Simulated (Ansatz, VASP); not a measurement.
**One calculation of AlCo, two programs**

```
Al Co
1.0
     2.85190    0.00000    0.00000
     0.00000    2.85190    0.00000
     0.00000    0.00000    2.85190
Al Co
1 1
Direct
  0.00000 0.00000 0.00000
  0.50000 0.50000 0.50000
```

Alike in both runs: task single point; functional PBE; k mesh 22 × 22 × 22; occupations gaussian, width 0.15 eV; no spin polarisation.

|  | VASP | Ansatz |
| --- | --- | --- |
| version | VASP 6.6.1 | Ansatz 0.2.0 |
| potentials or method | VASP PAW PBE potentials, release 64 (Al, Co), cutoff 520 eV | scalar-relativistic, plane waves, PAW |
| valence electrons in the cell | 12 | 20 |

```csv
,VASP,Ansatz,Ansatz less VASP
gap on the k mesh at the Fermi level (eV),none,none,-
pressure (GPa),0.0,0.0,+0.03
```

A gap of «none» marks a metal or a gap that the smearing closes. VASP's potentials hold 12 valence electrons a cell and Ansatz's 20, so a difference there can come from the potentials and not from the codes.
